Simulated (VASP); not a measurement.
# MnHg (Pm-3m) in VASP: further runs

The runs below take MnHg through single point, with LDA, RPBE.

Program: VASP 6.6.1. These are calculated values, not measurements. Logs are shortened: lines on timing, memory, paths and dates and some standing lists are left out, and cuts for length are marked.

## Step 1: The cell of the first run

It takes space group Pm-3m (No. 221, cubic). The conventional cell has a = 3.315 Å, b = 3.315 Å, c = 3.315 Å, α = 90.00°, β = 90.00°, γ = 90.00°. Within 3.8 Å of Mn (site symmetry m-3m) lie 8 Hg at 2.87 Å and 6 Mn at 3.31 to 3.32 Å. Within 3.8 Å of Hg (site symmetry m-3m) lie 8 Mn at 2.87 Å and 6 Hg at 3.31 Å.

## Step 2: Single point, LDA, collinear spin, ferromagnetic start

INCAR reads:

```
SYSTEM = MnHg
PREC = Accurate
ENCUT = 520
EDIFF = 1E-6
ISMEAR = -1
SIGMA = 0.15
LREAL = .FALSE.
LASPH = .TRUE.
NELM = 150
ALGO = Normal
ISIF = 2
LWAVE = .FALSE.
LCHARG = .FALSE.
ISPIN = 2
MAGMOM = 4 0
LORBIT = 11
LMAXMIX = 4
NBANDS = 24
```

KPOINTS reads:

```
regular mesh
0
G
  6 6 6
  0 0 0
```

POSCAR reads:

```
MnHg
1.0
    3.3150000000      0.0000000000      0.0000000000
    0.0000000000      3.3150000000      0.0000000000
    0.0000000000      0.0000000000      3.3150000000
Mn Hg
1 1
Direct
    0.5000000000      0.5000000000      0.5000000000
    0.0000000000      0.0000000000      0.0000000000
```

Potentials or basis: VASP PAW LDA potentials, release 64 (Mn_pv, Hg).

The run is started by

```console
cat potpaw_LDA.64/Mn_pv/POTCAR potpaw_LDA.64/Hg/POTCAR > POTCAR
mpirun -np 1 vasp_std > vasp.out
```

OUTCAR:

```text
SYSTEM = MnHg
   PREC = Accurate
   ENCUT = 520
   EDIFF = 1E-6
   ISMEAR = -1
   LREAL = .FALSE.
   LASPH = .TRUE.
   NELM = 150
   ISIF = 2
   ISPIN = 2
   LORBIT = 11

 ion  position               nearest neighbor table
   1  0.500  0.500  0.500-   2 2.87   2 2.87   2 2.87   2 2.87   2 2.87   2 2.87   2 2.87   2 2.87

   2  0.000  0.000  0.000-   1 2.87   1 2.87   1 2.87   1 2.87   1 2.87   1 2.87   1 2.87   1 2.87

  LATTYP: Found a simple cubic cell.
 ALAT       =     3.3150000000

  Lattice vectors:

 A1 = (   3.3150000000,   0.0000000000,   0.0000000000)
 A2 = (   0.0000000000,   3.3150000000,   0.0000000000)
 A3 = (   0.0000000000,   0.0000000000,   3.3150000000)

Analysis of symmetry for initial positions (statically):
=====================================================================
 Subroutine PRICEL returns:
 Original cell was already a primitive cell.

 Routine SETGRP: Setting up the symmetry group for a
 simple cubic supercell.

 Subroutine GETGRP returns: Found 48 space group operations
 (whereof 48 operations were pure point group operations)
 out of a pool of 48 trial point group operations.

The static configuration has the point symmetry O_h .

Analysis of symmetry for dynamics (positions and initial velocities):
=====================================================================
 Subroutine PRICEL returns:
 Original cell was already a primitive cell.

 Routine SETGRP: Setting up the symmetry group for a
 simple cubic supercell.

 Subroutine GETGRP returns: Found 48 space group operations
 (whereof 48 operations were pure point group operations)
 out of a pool of 48 trial point group operations.

The dynamic configuration has the point symmetry O_h .

Analysis of structural, dynamic, and magnetic symmetry:
=====================================================================
 Subroutine PRICEL returns:
 Original cell was already a primitive cell.

 Routine SETGRP: Setting up the symmetry group for a
 simple cubic supercell.

 Subroutine GETGRP returns: Found 48 space group operations
 (whereof 48 operations were pure point group operations)
 out of a pool of 48 trial point group operations.

The overall configuration has the point symmetry O_h .

 Subroutine INISYM returns: Found 48 space group operations
 (whereof 48 operations are pure point group operations),
 and found     1 'primitive' translations

----------------------------------------------------------------------------------------

[... 108 lines left out ...]
  volume/ion in A,a.u.               =      18.21       122.92
  Fermi-wavevector in a.u.,A,eV,Ry     =   1.444014  2.728790 28.370534  2.085175
  Thomas-Fermi vector in A             =   2.562356
   LORBIT       =     11    0 simple, 1 ext, 2 COOP (PROOUT), +10 PAW based schemes
   GGA     = CA    functional components
   LHFCALC =     F    Hartree Fock is set to
   AEXX    =    0.0000 exact exchange contribution
   IVDW    =     0    specifies the selected vdW correction
   LEPSILON=     F    determine dielectric tensor
   LRPA    =     F    only Hartree local field effects (RPA)
 spin polarized calculation
  energy-cutoff  :      520.00
  volume of cell :       36.43
 maximum number of plane-waves:      1000
 NGX is ok and might be reduce to    28
   NGX = 13   NGY = 13   NGZ = 13

 number of electron      25.0000011 magnetization       3.6451058

 Free energy of the ion-electron system (eV)
  ---------------------------------------------------
  ext. energy  EPLUGINS =         0.00000000
  ---------------------------------------------------
  free energy    TOTEN  =        -9.95005967 eV

  energy without entropy =       -9.81482458  energy(sigma->0) =       -9.88244212

 E-fermi :   5.1497     XC(G=0): -11.9941

 val. band max:        5.1425417008   @ k =   0.1667   0.1667   0.0000
 cond. band min:       5.1502132323   @ k =   0.3333   0.1667   0.0000
 fundamental gap:      0.0076715316
 Fermi energy:         5.1497081801

 spin component 1

 k-point     1 :       0.0000    0.0000    0.0000
  band No.  band energies     occupation
      1     -44.0873      1.00000
      2     -44.0873      1.00000
      3     -44.0873      1.00000
      4      -4.3875      1.00000
      5      -3.0055      1.00000
      6      -3.0055      1.00000
[... 529 lines left out ...]
     23      32.0777      0.00000
     24      32.1022      0.00000
 Fermi energy:         5.1497081801

 spin component 2

 k-point     1 :       0.0000    0.0000    0.0000
  band No.  band energies     occupation
      1     -40.6209      1.00000
      2     -40.6209      1.00000
      3     -40.6209      1.00000
      4      -4.1268      1.00000
      5      -2.9661      1.00000
      6      -2.9661      1.00000
[... 529 lines left out ...]
     23      32.2073      0.00000
     24      32.3271      0.00000

------------------------ aborting loop because EDIFF is reached ----------------------------------------

  FORCE on cell =-STRESS in cart. coord.  units (eV):
  Direction    XX          YY          ZZ          XY          YZ          ZX
  --------------------------------------------------------------------------------------
  -------------------------------------------------------------------------------------
  Total       -2.3344895     -2.3344895     -2.3344895      0.0000000      0.0000000     -0.0000000
  in kB     -102.6719745   -102.6719745   -102.6719745      0.0000000      0.0000000     -0.0000000
  external PRESSURE =    -102.6719745 kB  Pullay stress =       0.0000000 kB

 VOLUME and BASIS-vectors are now :
 -----------------------------------------------------------------------------
  energy-cutoff  :      520.00
  volume of cell :       36.43
      direct lattice vectors                 reciprocal lattice vectors
     3.315000000  0.000000000  0.000000000     0.301659125  0.000000000  0.000000000
     0.000000000  3.315000000  0.000000000     0.000000000  0.301659125  0.000000000
     0.000000000  0.000000000  3.315000000     0.000000000  0.000000000  0.301659125

 POSITION                                       TOTAL-FORCE (eV/Angst)
 -----------------------------------------------------------------------------------
      1.65750      1.65750      1.65750         0.000000      0.000000      0.000000
      0.00000      0.00000      0.00000         0.000000      0.000000      0.000000
 -----------------------------------------------------------------------------------
    total drift:                                0.000000      0.000000      0.000000

  FREE ENERGIE OF THE ION-ELECTRON SYSTEM (eV)
  ---------------------------------------------------
  free  energy   TOTEN  =        -9.9500596686 eV

  energy  without entropy=       -9.8148245803  energy(sigma->0) =       -9.88244212

 total charge

# of ion       s       p       d       tot
------------------------------------------
    1        0.249   6.165   5.024  11.438
    2        0.814   0.505   9.256  10.575
--------------------------------------------------
tot          1.063   6.670  14.281  22.014

 magnetization (x)

# of ion       s       p       d       tot
------------------------------------------
    1        0.018   0.006   3.530   3.554
    2       -0.041  -0.049   0.041  -0.049
--------------------------------------------------
tot         -0.024  -0.043   3.571   3.505
```

stdout:

```text
POSCAR found type information on POSCAR MnHg
 POSCAR found :  2 types and       2 ions
 scaLAPACK will be used
 LDA part: xc-table for (Slater(with rela. corr.)+CA(PZ))
 , standard interpolation
 POSCAR, INCAR and KPOINTS ok, starting setup
 FFT: planning ... GRIDC
 FFT: planning ... GRID_SOFT
 FFT: planning ... GRID
 WAVECAR not read
 entering main loop
```

It took 14 s on 1 thread of AMD EPYC 9R45 (Zen 5), shared host; peak memory 0.13 GiB.

What came out:

* Free energy: -9.9501 eV
* Pressure: -10.3 GPa
* Net moment: 3.65 μB per cell
* Site moments: Mn +3.55; Hg -0.05 μB
* Valence electrons inside the program's atomic spheres: Mn 11.44; Hg 10.57

Caveat: spin-orbit coupling is left out, which moves the levels of the heavy elements.

## Step 3: Single point, RPBE, collinear spin, ferromagnetic start

INCAR reads:

```
PREC = Accurate
ENCUT = 520
EDIFF = 1E-6
ISMEAR = -1
SIGMA = 0.15
LREAL = F
LASPH = T
NELM = 150
ALGO = Normal
ISIF = 2
LWAVE = F
LCHARG = F
ISPIN = 2
MAGMOM = 4 0
LORBIT = 11
LMAXMIX = 4
GGA = RP
NBANDS = 24
```

KPOINTS reads:

```
regular mesh
0
Gamma
  6 6 6
```

POSCAR is that of step 2.

Potentials or basis: VASP PAW PBE potentials, release 64 (Mn_pv, Hg).

The run is started by

```console
cat potpaw_PBE.64/Mn_pv/POTCAR potpaw_PBE.64/Hg/POTCAR > POTCAR
mpirun -np 1 vasp_std > vasp.out
```

OUTCAR:

```text
PREC = Accurate
   ENCUT = 520
   EDIFF = 1E-6
   ISMEAR = -1
   LREAL = F
   LASPH = T
   NELM = 150
   ISIF = 2
   ISPIN = 2
   LORBIT = 11
   GGA = RP

 ion  position               nearest neighbor table
   1  0.500  0.500  0.500-   2 2.87   2 2.87   2 2.87   2 2.87   2 2.87   2 2.87   2 2.87   2 2.87

   2  0.000  0.000  0.000-   1 2.87   1 2.87   1 2.87   1 2.87   1 2.87   1 2.87   1 2.87   1 2.87

  LATTYP: Found a simple cubic cell.
 ALAT       =     3.3150000000

  Lattice vectors:

 A1 = (   3.3150000000,   0.0000000000,   0.0000000000)
 A2 = (   0.0000000000,   3.3150000000,   0.0000000000)
 A3 = (   0.0000000000,   0.0000000000,   3.3150000000)

Analysis of symmetry for initial positions (statically):
=====================================================================
 Subroutine PRICEL returns:
 Original cell was already a primitive cell.

 Routine SETGRP: Setting up the symmetry group for a
 simple cubic supercell.
[... 731 lines left out ...]
      2     -40.5135      1.00000
      3     -40.5135      1.00000
      4      -3.7717      1.00000
      5      -2.6207      1.00000
      6      -2.6207      1.00000
[... 529 lines left out ...]
     23      32.5360      0.00000
     24      32.5432      0.00000

------------------------ aborting loop because EDIFF is reached ----------------------------------------

  FORCE on cell =-STRESS in cart. coord.  units (eV):
  Direction    XX          YY          ZZ          XY          YZ          ZX
  --------------------------------------------------------------------------------------
  -------------------------------------------------------------------------------------
  Total        0.9568595      0.9568595      0.9568595      0.0000000     -0.0000000      0.0000000
  in kB       42.0831398     42.0831398     42.0831398      0.0000000     -0.0000000      0.0000000
  external PRESSURE =      42.0831398 kB  Pullay stress =       0.0000000 kB

 VOLUME and BASIS-vectors are now :
 -----------------------------------------------------------------------------
  energy-cutoff  :      520.00
  volume of cell :       36.43
      direct lattice vectors                 reciprocal lattice vectors
     3.315000000  0.000000000  0.000000000     0.301659125  0.000000000  0.000000000
     0.000000000  3.315000000  0.000000000     0.000000000  0.301659125  0.000000000
     0.000000000  0.000000000  3.315000000     0.000000000  0.000000000  0.301659125

 POSITION                                       TOTAL-FORCE (eV/Angst)
 -----------------------------------------------------------------------------------
      1.65750      1.65750      1.65750         0.000000      0.000000      0.000000
      0.00000      0.00000      0.00000         0.000000      0.000000      0.000000
 -----------------------------------------------------------------------------------
    total drift:                                0.000000      0.000000      0.000000

  FREE ENERGIE OF THE ION-ELECTRON SYSTEM (eV)
  ---------------------------------------------------
  free  energy   TOTEN  =        -7.7134843704 eV

  energy  without entropy=       -7.6063337302  energy(sigma->0) =       -7.65990905

 total charge

# of ion       s       p       d       tot
------------------------------------------
    1        0.248   6.171   4.974  11.393
    2        0.818   0.517   9.259  10.593
--------------------------------------------------
tot          1.065   6.688  14.232  21.986

 magnetization (x)

# of ion       s       p       d       tot
------------------------------------------
    1        0.029   0.017   3.779   3.824
    2       -0.043  -0.061   0.047  -0.057
--------------------------------------------------
tot         -0.014  -0.045   3.826   3.767
```

stdout:

```text
POSCAR found type information on POSCAR MnHg
 POSCAR found :  2 types and       2 ions
 scaLAPACK will be used
 -----------------------------------------------------------------------------
|                                                                             |
|                                                                             |
|     You enforced a specific xc type in the INCAR file but a different       |
|     I HOPE YOU KNOW WHAT YOU ARE DOING!                                     |
|                                                                             |
 -----------------------------------------------------------------------------

 LDA part: xc-table for (Slater+PW92), standard interpolation
 POSCAR, INCAR and KPOINTS ok, starting setup
 FFT: planning ... GRIDC
 FFT: planning ... GRID_SOFT
 FFT: planning ... GRID
 WAVECAR not read
 entering main loop
```

It took 16 s on 1 thread of AMD EPYC 9R45 (Zen 5), shared host; peak memory 0.15 GiB.

What came out:

```yaml
Free_energy: -7.7135 eV
Pressure: 4.2 GPa
Net_moment: 3.90 μB per cell
Site_moments: Mn +3.82; Hg -0.06 μB
Valence_electrons_inside_the_program's_atomic_spheres: Mn 11.39; Hg 10.59
```

Levels at points of the mesh, in eV from the Fermi level:
Spin up:
```
           k point  band 10  band 11  band 12  band 13  band 14  band 15  band 16  band 17  band 18  band 19
(0.00, 0.00, 0.00)    -2.99    -2.99    -2.14    -2.14    -2.14     4.88     4.88     4.88     8.59    11.09
(0.50, 0.00, 0.00)    -5.05    -3.34    -2.83    -2.83    -2.35    -1.63    10.03    10.03    10.55    11.15
(0.50, 0.50, 0.00)    -2.76    -2.16    -2.16    -2.08    -1.69    -1.69     0.58     2.85    11.76    11.76
(0.50, 0.50, 0.50)    -3.78    -3.78    -2.06    -2.06     0.45     4.09     4.09     4.09     4.50     4.79
```
Spin down:
```csv
k point,band 8,band 9,band 10,band 11,band 12,band 13,band 14,band 15
"(0.00, 0.00, 0.00)",-7.13,-7.13,0.35,0.35,1.53,1.53,1.53,5.24
"(0.50, 0.00, 0.00)",-7.03,-5.04,-4.46,0.00,0.47,0.47,1.35,2.07
"(0.50, 0.50, 0.00)",-6.58,-3.52,-1.46,-1.46,0.51,1.35,1.35,1.92
"(0.50, 0.50, 0.50)",-6.56,-1.56,-1.56,-1.56,0.30,1.95,1.95,5.52
```

Caveat: the PAW data sets were made with another functional, which shifts forces and pressure a little; spin-orbit coupling is left out, which moves the levels of the heavy elements.
